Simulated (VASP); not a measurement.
# B3Sb2P (P4/mmm) in VASP: further runs

The runs below take B3Sb2P through single point, with PBE.

Program: VASP 6.6.1. These are calculated values, not measurements. Logs are shortened: lines on timing, memory, paths and dates and some standing lists are left out, and cuts for length are marked.

### Step 1. The cell of the first run

The structure is tetragonal, space group P4/mmm (No. 123). Conventional cell: a = 5.140 Å, b = 5.140 Å, c = 4.202 Å, α = 90.00°, β = 90.00°, γ = 90.00°. B (site symmetry 4/mmm) has 2 B at 1.34 Å within 1.8 Å. B (site symmetry 4mm) has 2 B at 1.34 to 1.52 Å within 1.8 Å. Within 3.4 Å of Sb (site symmetry mmm) lie 2 P at 2.57 Å and 8 B at 2.68 to 3.32 Å. Within 3.4 Å of P (site symmetry 4/mmm) lie 4 Sb at 2.57 Å.

### Step 2. Single point, PBE

INCAR reads:

```
SYSTEM = B3Sb2P
PREC = Accurate
ENCUT = 520
EDIFF = 1E-6
ISMEAR = 0
SIGMA = 0.1
LREAL = .FALSE.
LASPH = .TRUE.
NELM = 80
ALGO = Normal
ISIF = 2
LWAVE = .FALSE.
LCHARG = .FALSE.
GGA = PE
NBANDS = 21
```

KPOINTS reads:

```
Automatic mesh
0
G
  4 4 4
  0 0 0
```

POSCAR reads:

```
B3Sb2P
1.0
    5.1401126300      0.0000000000      0.0000000000
    0.0000000000      5.1401126300      0.0000000000
    0.0000000000      0.0000000000      4.2021182900
B Sb P
3 2 1
Direct
    0.5000000000      0.5000000000      0.0000000000
    0.5000000000      0.5000000000      0.6805023400
    0.5000000000      0.5000000000      0.3194976600
    0.0000000000      0.5000000000      0.5000000000
    0.5000000000      0.0000000000      0.5000000000
    0.0000000000      0.0000000000      0.5000000000
```

Potentials or basis: VASP PAW PBE potentials, release 64 (B, Sb, P).

Run with:

```
> cat potpaw_PBE.64/B/POTCAR potpaw_PBE.64/Sb/POTCAR potpaw_PBE.64/P/POTCAR > POTCAR
> mpirun -np 1 vasp_std > vasp.out
```

OUTCAR:

```text
SYSTEM = B3Sb2P
   PREC = Accurate
   ENCUT = 520
   EDIFF = 1E-6
   ISMEAR = 0
   LREAL = .FALSE.
   LASPH = .TRUE.
   NELM = 80
   ISIF = 2
   GGA = PE

 ion  position               nearest neighbor table
   1  0.500  0.500  0.000-   2 1.34   3 1.34
   2  0.500  0.500  0.681-   1 1.34   3 1.52   4 2.68   5 2.68   5 2.68   4 2.68
   3  0.500  0.500  0.319-   1 1.34   2 1.52   4 2.68   5 2.68   5 2.68   4 2.68
   4  0.000  0.500  0.500-   6 2.57   6 2.57   2 2.68   3 2.68   2 2.68   3 2.68   5 3.63   5 3.63
                             5 3.63   5 3.63
   5  0.500  0.000  0.500-   6 2.57   6 2.57   2 2.68   2 2.68   3 2.68   3 2.68   4 3.63   4 3.63
                             4 3.63   4 3.63
   6  0.000  0.000  0.500-   4 2.57   5 2.57   4 2.57   5 2.57

  LATTYP: Found a simple tetragonal cell.
 ALAT       =     5.1401126300
 C/A-ratio  =     0.8175148275

  Lattice vectors:

 A1 = (   5.1401126300,   0.0000000000,   0.0000000000)
 A2 = (   0.0000000000,   5.1401126300,   0.0000000000)
 A3 = (   0.0000000000,   0.0000000000,   4.2021182900)

Analysis of symmetry for initial positions (statically):
=====================================================================
 Subroutine PRICEL returns:
 Original cell was already a primitive cell.

 Routine SETGRP: Setting up the symmetry group for a
 simple tetragonal supercell.

 Subroutine GETGRP returns: Found 16 space group operations
 (whereof 16 operations were pure point group operations)
 out of a pool of 16 trial point group operations.

The static configuration has the point symmetry D_4h.

Analysis of symmetry for dynamics (positions and initial velocities):
=====================================================================
 Subroutine PRICEL returns:
 Original cell was already a primitive cell.

 Routine SETGRP: Setting up the symmetry group for a
 simple tetragonal supercell.

 Subroutine GETGRP returns: Found 16 space group operations
 (whereof 16 operations were pure point group operations)
 out of a pool of 16 trial point group operations.

The dynamic configuration has the point symmetry D_4h.

 Subroutine INISYM returns: Found 16 space group operations
 (whereof 16 operations are pure point group operations),
 and found     1 'primitive' translations

----------------------------------------------------------------------------------------

                                     Primitive cell

  volume of cell :     111.0231

  direct lattice vectors                    reciprocal lattice vectors
     5.140112630  0.000000000  0.000000000     0.194548266  0.000000000  0.000000000
     0.000000000  5.140112630  0.000000000     0.000000000  0.194548266  0.000000000
     0.000000000  0.000000000  4.202118290     0.000000000  0.000000000  0.237975214

  length of vectors
     5.140112630  5.140112630  4.202118290     0.194548266  0.194548266  0.237975214

  position of ions in fractional coordinates (direct lattice)
     0.500000000  0.500000000  0.000000000
     0.500000000  0.500000000  0.680502340
     0.500000000  0.500000000  0.319497660
     0.000000000  0.500000000  0.500000000
     0.500000000  0.000000000  0.500000000
     0.000000000  0.000000000  0.500000000

  ion indices of the primitive-cell ions
   primitive index   ion index
                 1           1
                 2           2
                 3           3
                 4           4
                 5           5
                 6           6

----------------------------------------------------------------------------------------

 KPOINTS: Automatic mesh

Automatic generation of k-mesh.
 Grid dimensions read from file:
 generate k-points for:    4    4    4

 Generating k-lattice:

  Cartesian coordinates                     Fractional coordinates (reciprocal lattice)
     0.048637067  0.000000000  0.000000000     0.250000000  0.000000000  0.000000000
     0.000000000  0.048637067  0.000000000     0.000000000  0.250000000  0.000000000
     0.000000000  0.000000000  0.059493804     0.000000000  0.000000000  0.250000000

  Length of vectors
     0.048637067  0.048637067  0.059493804

  Shift w.r.t. Gamma in fractional coordinates (k-lattice)
     0.000000000  0.000000000  0.000000000

 Subroutine IBZKPT returns following result:
 ===========================================

 Found     18 irreducible k-points:

 Following reciprocal coordinates:
            Coordinates               Weight
  0.000000  0.000000  0.000000      1.000000
  0.250000  0.000000  0.000000      4.000000
  0.500000  0.000000  0.000000      2.000000
  0.250000  0.250000  0.000000      4.000000
  0.500000  0.250000  0.000000      4.000000
  0.500000  0.500000  0.000000      1.000000
[... 10 lines left out ...]
  0.500000  0.250000  0.500000      4.000000
  0.500000  0.500000  0.500000      1.000000
   k-points           NKPTS =     18   k-points in BZ     NKDIM =     18   number of bands    NBANDS=     21
   number of dos      NEDOS =    301   number of ions     NIONS =      6
   total plane-waves  NPLWV =  51200
   dimension x,y,z NGX =    40 NGY =   40 NGZ =   32
   dimension x,y,z NGXF=    80 NGYF=   80 NGZF=   64
   ions per type =               3   2   1
   NGX,Y,Z   is equivalent  to a cutoff of  12.94, 12.94, 12.66 a.u.
   NGXF,Y,Z  is equivalent  to a cutoff of  25.87, 25.87, 25.32 a.u.
 SYSTEM =  B3Sb2P
   PREC   = accura    normal or accurate (medium, high low for compatibility)
   ISTART =      0    job   : 0-new  1-cont  2-samecut
   ICHARG =      2    charge: 1-file 2-atom 10-const
   ISPIN  =      1    spin polarized calculation?
   LNONCOLLINEAR =      F non collinear calculations
   LSORBIT =      F    spin-orbit coupling
   LASPH  =      T    aspherical Exc in radial PAW
   ENCUT  =  520.0 eV  38.22 Ry    6.18 a.u.   9.56  9.56  7.81*2*pi/ulx,y,z
   NELM   =     80;   NELMIN=  2; NELMDL= -5     # of ELM steps
   EDIFF  = 0.1E-05   stopping-criterion for ELM
   LREAL  =      F    real-space projection
   EDIFFG = 0.1E-04   stopping-criterion for IOM
   NSW    =      0    number of steps for IOM
   IBRION =     -1    ionic relax: 0-MD 1-quasi-New 2-CG
   NFREE  =      0    steps in history (QN), initial steepest desc. (CG)
   ISIF   =      2    stress and relaxation
   ISYM   =      2    0-nonsym 1-usesym 2-fastsym
   POTIM  = 0.5000    time-step for ionic-motion
   TEBEG  =    0.0;   TEEND  =   0.0 temperature during run
   PSTRESS=    0.0 pullay stress
   NELECT =      24.0000    total number of electrons
   NUPDOWN=      -1.0000    fix difference up-down
   EMIN   =  10.00;   EMAX   =-10.00  energy-range for DOS
   EFERMI =   0.00;   METHOD = LEGACY
   ISMEAR =     0;   SIGMA  =   0.10  broadening in eV -4-tet -1-fermi 0-gaus
   EFERMI_NEDOS =   21; number of points for ismear=-14 and -15
   IALGO  =     38    algorithm
   IMIX   =      4    mixing-type and parameters
     AMIX     =   0.40;   BMIX     =  1.00
     AMIX_MAG =   1.60;   BMIX_MAG =  1.00
  volume/ion in A,a.u.               =      18.50       124.87
  Fermi-wavevector in a.u.,A,eV,Ry     =   0.982518  1.856691 13.134283  0.965343
  Thomas-Fermi vector in A             =   2.113607
   LORBIT       =      0    0 simple, 1 ext, 2 COOP (PROOUT), +10 PAW based schemes
   GGA     = PE    functional components
   LHFCALC =     F    Hartree Fock is set to
   AEXX    =    0.0000 exact exchange contribution
   IVDW    =     0    specifies the selected vdW correction
   LEPSILON=     F    determine dielectric tensor
   LRPA    =     F    only Hartree local field effects (RPA)
 non-spin polarized calculation
 Gauss-broadening in eV      SIGMA  =   0.10
  energy-cutoff  :      520.00
  volume of cell :      111.02
 maximum number of plane-waves:      3043
 NGX is ok and might be reduce to    40
   NGX = 19   NGY = 19   NGZ = 15

 number of electron      24.0000001 magnetization

 Free energy of the ion-electron system (eV)
  ---------------------------------------------------
  ext. energy  EPLUGINS =         0.00000000
  ---------------------------------------------------
  free energy    TOTEN  =       -27.14472590 eV

  energy without entropy =      -27.11375827  energy(sigma->0) =      -27.12924208

 E-fermi :   5.4547     XC(G=0):  -9.5176

 val. band max:        5.4516979643   @ k =   0.5000   0.2500   0.0000
 cond. band min:       5.4565289743   @ k =   0.5000   0.2500   0.0000
 fundamental gap:      0.0048310100
 Fermi energy:         5.4547063328

 k-point     1 :       0.0000    0.0000    0.0000
  band No.  band energies     occupation
      1      -7.9586      2.00000
      2      -4.1551      2.00000
      3      -3.0130      2.00000
      4      -1.0373      2.00000
      5      -1.0373      2.00000
      6      -0.6134      2.00000
[... 13 lines left out ...]
     20      12.7989      0.00000
     21      12.8171      0.00000

 k-point     2 :       0.2500    0.0000    0.0000
  band No.  band energies     occupation
      1      -7.6298      2.00000
      2      -5.0840      2.00000
      3      -3.2381      2.00000
      4      -1.0970      2.00000
      5      -0.7287      2.00000
      6      -0.5335      2.00000
[... 13 lines left out ...]
     20      10.8853      0.00000
     21      11.6208      0.00000

 k-point     3 :       0.5000    0.0000    0.0000
  band No.  band energies     occupation
      1      -6.8138      2.00000
      2      -6.4422      2.00000
      3      -2.5765      2.00000
      4      -2.2183      2.00000
      5      -0.4472      2.00000
      6      -0.1955      2.00000
[... 13 lines left out ...]
     20      11.9905      0.00000
     21      12.1147      0.00000
[... 313 lines left out ...]
 k-point    17 :       0.5000    0.2500    0.5000
  band No.  band energies     occupation
      1      -6.2508      2.00000
      2      -5.5227      2.00000
      3      -3.3750      2.00000
      4      -3.2784      2.00000
      5      -3.0426      2.00000
      6       1.4012      2.00000
[... 13 lines left out ...]
     20      11.3938      0.00000
     21      13.0162      0.00000

 k-point    18 :       0.5000    0.5000    0.5000
  band No.  band energies     occupation
      1      -5.6119      2.00000
      2      -4.6560      2.00000
      3      -4.6560      2.00000
      4      -4.4651      2.00000
      5      -3.1978      2.00000
      6       1.7851      2.00000
[... 13 lines left out ...]
     20      12.4504      0.00000
     21      13.1601      0.00000

------------------------ aborting loop because EDIFF is reached ----------------------------------------

  FORCE on cell =-STRESS in cart. coord.  units (eV):
  Direction    XX          YY          ZZ          XY          YZ          ZX
  --------------------------------------------------------------------------------------
  -------------------------------------------------------------------------------------
  Total        4.7723153      4.7723153     28.9744892      0.0000000     -0.0000000      0.0000000
  in kB       68.8693787     68.8693787    418.1314416      0.0000000     -0.0000000      0.0000000
  external PRESSURE =     185.2900663 kB  Pullay stress =       0.0000000 kB

 VOLUME and BASIS-vectors are now :
 -----------------------------------------------------------------------------
  energy-cutoff  :      520.00
  volume of cell :      111.02
      direct lattice vectors                 reciprocal lattice vectors
     5.140112630  0.000000000  0.000000000     0.194548266  0.000000000  0.000000000
     0.000000000  5.140112630  0.000000000     0.000000000  0.194548266  0.000000000
     0.000000000  0.000000000  4.202118290     0.000000000  0.000000000  0.237975214

 POSITION                                       TOTAL-FORCE (eV/Angst)
 -----------------------------------------------------------------------------------
      2.57006      2.57006      0.00000         0.000000      0.000000      0.000000
      2.57006      2.57006      2.85955         0.000000     -0.000000     -8.397052
      2.57006      2.57006      1.34257        -0.000000     -0.000000      8.397052
      0.00000      2.57006      2.10106         0.000000      0.000000      0.000000
      2.57006      0.00000      2.10106         0.000000      0.000000      0.000000
      0.00000      0.00000      2.10106         0.000000      0.000000      0.000000
 -----------------------------------------------------------------------------------
    total drift:                                0.000000     -0.000000     -0.000000

  FREE ENERGIE OF THE ION-ELECTRON SYSTEM (eV)
  ---------------------------------------------------
  free  energy   TOTEN  =       -27.1447258989 eV

  energy  without entropy=      -27.1137582671  energy(sigma->0) =      -27.12924208
```

It took 21 s on 1 thread of Intel Xeon Platinum 8559C (Emerald Rapids), shared host; peak memory 0.22 GiB.

What came out:

```yaml
Free_energy: -27.1447 eV
Pressure: 18.5 GPa
Largest_force: 8.397 eV/Å
Band_gap_on_the_k_mesh: zero (band 12 reaches 6.82 eV, above the bottom of band 13 at 3.87 eV)
```

Forces in eV/Å, atoms in the order of the input:
```
B    0.000  0.000  0.000
B    0.000  0.000 -8.397
B    0.000  0.000  8.397
Sb   0.000  0.000  0.000
Sb   0.000  0.000  0.000
P    0.000  0.000  0.000
```

Levels at points of the mesh, in eV from the Fermi level:
```tsv
k point	band 9	band 10	band 11	band 12	band 13	band 14
(0.00, 0.00, 0.00)	-3.58	-3.58	-1.76	1.37	2.98	3.03
(0.50, 0.00, 0.00)	-1.85	-1.71	-0.37	0.67	1.46	1.93
(0.50, 0.50, 0.00)	-0.71	-0.48	-0.48	0.46	1.00	1.25
(0.00, 0.00, 0.50)	-3.38	-2.80	-2.80	-1.58	-1.58	-0.92
(0.50, 0.00, 0.50)	-3.63	-1.49	-1.37	-0.94	-0.26	-0.08
(0.50, 0.50, 0.50)	-2.23	-0.57	-0.57	0.66	1.23	1.75
```

Caveat: the k points lie up to 0.37 Å⁻¹ apart; spin-orbit coupling is left out, which moves the levels of the heavy elements; forces of over 1 eV/Å act on the atoms, so gaps and moduli don't describe the material at rest.

### Step 3. Single point, PBE

This run uses another cell than the first one, of 21.83 Å³/atom, 1.180 times its volume.

INCAR reads:

```
  PREC = Accurate
  ENCUT = 520
  EDIFF = 1E-6
  ISMEAR = 0
  SIGMA = 0.1
  LREAL = False
  LASPH = True
  NELM = 100
  ALGO = Normal
  ISIF = 2
  LWAVE = False
  LCHARG = True
  GGA = PE
  LELF = True
  LVHAR = True
  NBANDS = 21
```

KPOINTS reads:

```
Automatic mesh
0
Gamma
  4 4 4
```

POSCAR reads:

```
B3Sb2P
1.0
    5.2925599913      0.0000000000      0.0000000000
    0.0000000000      5.2925599913      0.0000000000
    0.0000000000      0.0000000000      4.6750786089
B Sb P
3 2 1
Direct
    0.5000000000      0.5000000000      0.0000000000
    0.5000000000      0.5000000000      0.6658412303
    0.5000000000      0.5000000000      0.3341587697
    0.0000000000      0.5000000000      0.5000000000
    0.5000000000      0.0000000000      0.5000000000
    0.0000000000      0.0000000000      0.5000000000
```

Potentials or basis: VASP PAW PBE potentials, release 64 (B, Sb, P).

Run with:

```
> cat potpaw_PBE.64/B/POTCAR potpaw_PBE.64/Sb/POTCAR potpaw_PBE.64/P/POTCAR > POTCAR
> mpirun -np 1 vasp_std > vasp.out
```

It took 23 s on 1 thread of Intel Xeon Platinum 8559C (Emerald Rapids), shared host; peak memory 0.24 GiB.

Results (log left out):

- Free energy: -29.1952 eV
- Pressure: 0.1 GPa
- Largest force: 0.005 eV/Å
- Band gap on the k mesh: zero (band 12 reaches 4.87 eV, above the bottom of band 13 at 3.06 eV)

Forces on the atoms (eV/Å):
```
B    0.000  0.000  0.000
B    0.000  0.000  0.005
B    0.000  0.000 -0.005
Sb   0.000  0.000  0.000
Sb   0.000  0.000  0.000
P    0.000  0.000  0.000
```

Stress tensor (GPa, compression positive):
```
0.00 0.00 0.00
0.00 0.00 0.00
0.00 0.00 0.20
```

Levels at points of the mesh, in eV from the Fermi level:
```tsv
k point	band 10	band 11	band 12	band 13	band 14	band 15
(0.00, 0.00, 0.00)	-3.08	-1.81	0.89	2.39	2.39	2.45
(0.50, 0.00, 0.00)	-1.35	-0.34	0.34	1.08	1.65	2.25
(0.50, 0.50, 0.00)	-0.74	-0.74	0.57	0.87	1.04	1.04
(0.00, 0.00, 0.50)	-2.62	-2.62	-0.92	-0.92	-0.40	1.68
(0.50, 0.00, 0.50)	-0.89	-0.83	-0.48	-0.34	-0.21	2.65
(0.50, 0.50, 0.50)	-0.56	-0.56	0.66	1.00	1.53	1.66
```

Caveat: spin-orbit coupling is left out, which moves the levels of the heavy elements.
